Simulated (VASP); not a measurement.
# NiO (F-43m) in VASP: a series of runs, part 2 of 2

VASP 6.6.1. Earlier steps stand in the parts before.

### Step 3. Single point, PBE, collinear spin, ferromagnetic start (volume scaled by 0.960)

Input file INCAR:

```
  PREC = Accurate
  ENCUT = 520
  EDIFF = 1E-6
  ISMEAR = 0
  SIGMA = 0.05
  LREAL = False
  LASPH = True
  NELM = 150
  ALGO = Normal
  ISIF = 2
  LWAVE = False
  LCHARG = False
  ISPIN = 2
  MAGMOM = 1.58 0
  LORBIT = 11
  LMAXMIX = 4
  GGA = PE
  NBANDS = 19
```

Input file KPOINTS:

```
regular mesh
0
Gamma
  12 12 12
```

Input file POSCAR:

```
NiO
1.0
    0.0000000000      2.2106662646      2.2106662646
    2.2106662646      0.0000000000      2.2106662646
    2.2106662646      2.2106662646      0.0000000000
Ni O
1 1
Direct
    0.0000000000      0.0000000000      0.0000000000
    0.2500000000      0.2500000000      0.2500000000
```

Potentials or basis: VASP PAW PBE potentials, release 64 (Ni, O).

Command:

```bash
cat potpaw_PBE.64/Ni/POTCAR potpaw_PBE.64/O/POTCAR > POTCAR
mpirun -np 1 vasp_std > vasp.out
```

OUTCAR:

```text
PREC = Accurate
   ENCUT = 520
   EDIFF = 1E-6
   ISMEAR = 0
   LREAL = False
   LASPH = True
   NELM = 150
   ISIF = 2
   ISPIN = 2
   LORBIT = 11
   GGA = PE

 ion  position               nearest neighbor table
   1  0.000  0.000  0.000-   2 1.91   2 1.91   2 1.91   2 1.91
   2  0.250  0.250  0.250-   1 1.91   1 1.91   1 1.91   1 1.91

  LATTYP: Found a face centered cubic cell.
 ALAT       =     4.4213325292

  Lattice vectors:

 A1 = (   0.0000000000,   2.2106662646,   2.2106662646)
 A2 = (   2.2106662646,   0.0000000000,   2.2106662646)
 A3 = (   2.2106662646,   2.2106662646,   0.0000000000)
[... 1269 lines left out ...]

 VOLUME and BASIS-vectors are now :
 -----------------------------------------------------------------------------
  energy-cutoff  :      520.00
  volume of cell :       21.61
      direct lattice vectors                 reciprocal lattice vectors
     0.000000000  2.210666265  2.210666265    -0.226176157  0.226176157  0.226176157
     2.210666265  0.000000000  2.210666265     0.226176157 -0.226176157  0.226176157
     2.210666265  2.210666265  0.000000000     0.226176157  0.226176157 -0.226176157

 POSITION                                       TOTAL-FORCE (eV/Angst)
 -----------------------------------------------------------------------------------
      0.00000      0.00000      0.00000        -0.000000      0.000000      0.000000
      1.10533      1.10533      1.10533         0.000000     -0.000000     -0.000000
 -----------------------------------------------------------------------------------
    total drift:                                0.000001      0.000001      0.000001

  FREE ENERGIE OF THE ION-ELECTRON SYSTEM (eV)
  ---------------------------------------------------
  free  energy   TOTEN  =       -11.5777990463 eV

  energy  without entropy=      -11.5757337795  energy(sigma->0) =      -11.57676641

 total charge

# of ion       s       p       d       tot
------------------------------------------
    1        0.395   0.517   8.272   9.185
    2        1.557   3.433   0.000   4.991
--------------------------------------------------
tot          1.952   3.951   8.272  14.176

 magnetization (x)

# of ion       s       p       d       tot
------------------------------------------
    1        0.003   0.041   1.375   1.419
    2        0.016   0.319   0.000   0.335
--------------------------------------------------
tot          0.019   0.360   1.375   1.753
```

stdout:

```text
POSCAR found type information on POSCAR NiO
 POSCAR found :  2 types and       2 ions
 scaLAPACK will be used
 LDA part: xc-table for (Slater+PW92), standard interpolation
 POSCAR, INCAR and KPOINTS ok, starting setup
 FFT: planning ... GRIDC
 FFT: planning ... GRID_SOFT
 FFT: planning ... GRID
 WAVECAR not read
 entering main loop
```

Run time: 61 s. Hardware: 1 thread of AMD EPYC 7R43 (Zen 3), shared host; peak memory 0.14 GiB.

Results:

- Free energy: -11.5778 eV
- Pressure: 6.3 GPa
- Net moment: 1.81 μB per cell
- Site moments: Ni +1.42; O +0.34 μB
- Valence electrons inside the program's atomic spheres: Ni 9.19; O 4.99

Caveat: a cell with one magnetic atom can't hold antiferromagnetic order, which such compounds often take; semilocal functionals often make such compounds metallic where correlation or magnetic order opens a gap, which also shifts bond lengths.

### Step 4. Single point, PBE, collinear spin, ferromagnetic start (volume scaled by 0.980)

Input file INCAR:

```
  PREC = Accurate
  ENCUT = 520
  EDIFF = 1E-6
  ISMEAR = 0
  SIGMA = 0.05
  LREAL = F
  LASPH = T
  NELM = 150
  ALGO = Normal
  ISIF = 2
  LWAVE = F
  LCHARG = F
  ISPIN = 2
  MAGMOM = 1.62 0
  LORBIT = 11
  LMAXMIX = 4
  GGA = PE
  NBANDS = 19
```

KPOINTS is that of step 3.

Input file POSCAR:

```
NiO
1.0
    0.0000000000      2.2259127206      2.2259127206
    2.2259127206      0.0000000000      2.2259127206
    2.2259127206      2.2259127206      0.0000000000
Ni O
1 1
Direct
    0.0000000000      0.0000000000      0.0000000000
    0.2500000000      0.2500000000      0.2500000000
```

Command:

```bash
cat potpaw_PBE.64/Ni/POTCAR potpaw_PBE.64/O/POTCAR > POTCAR
mpirun -np 1 vasp_std > vasp.out
```

Wall time 60 s (1 thread of AMD EPYC 7R43 (Zen 3), shared host); peak memory 0.14 GiB.

Results (log left out):

| Item | Value |
| --- | --- |
| Free energy | -11.5913 eV |
| Pressure | 3.1 GPa |
| Net moment | 1.86 μB per cell |
| Site moments | Ni +1.46; O +0.35 μB |
| Valence electrons inside the program's atomic spheres | Ni 9.14; O 4.98 |

Levels at points of the mesh, in eV from the Fermi level:
Spin up:
```csv
k point,band 6,band 7,band 8,band 9,band 10,band 11,band 12,band 13
"(0.00, 0.00, 0.00)",-2.42,0.24,0.24,0.24,0.49,14.44,14.44,14.44
"(0.50, 0.00, 0.00)",-2.35,-2.35,-0.61,-0.61,5.97,7.41,13.93,13.93
"(0.50, 0.50, 0.00)",-2.13,-1.83,-1.83,-1.74,5.45,10.18,11.27,14.75
```
Spin down:
| k point | band 5 | band 6 | band 7 | band 8 | band 9 | band 10 |
| --- | --- | --- | --- | --- | --- | --- |
| (0.00, 0.00, 0.00) | -1.38 | -1.38 | 0.78 | 1.80 | 1.80 | 1.80 |
| (0.50, 0.00, 0.00) | -1.17 | -1.17 | -0.77 | 0.87 | 0.87 | 6.27 |
| (0.50, 0.50, 0.00) | -1.59 | -1.06 | -0.74 | -0.11 | -0.11 | 5.93 |

Caveat: a cell with one magnetic atom can't hold antiferromagnetic order, which such compounds often take; semilocal functionals often make such compounds metallic where correlation or magnetic order opens a gap, which also shifts bond lengths.

### Step 5. Overview

```csv
cell,gap on the mesh (eV),pressure (GPa),moment (μB)
"a = 3.110 Å, angles 60.0°, 2 atoms",none,9.0,1.77
"a = 3.126 Å, angles 60.0°, 2 atoms",none,6.3,1.81
"a = 3.148 Å, angles 60.0°, 2 atoms",none,3.1,1.86
```

Alike in all rows: task single point; level PBE; potentials or basis VASP PAW PBE potentials, release 64 (Ni, O); spin collinear, ferromagnetic start; k mesh 12 × 12 × 12; cutoff (eV) 520; smearing gaussian 0.05 eV.

Caveats: a cell with one magnetic atom can't hold antiferromagnetic order, which such compounds often take; semilocal functionals often make such compounds metallic where correlation or magnetic order opens a gap, which also shifts bond lengths.

Absolute energies hang on the potentials; compare differences alone.
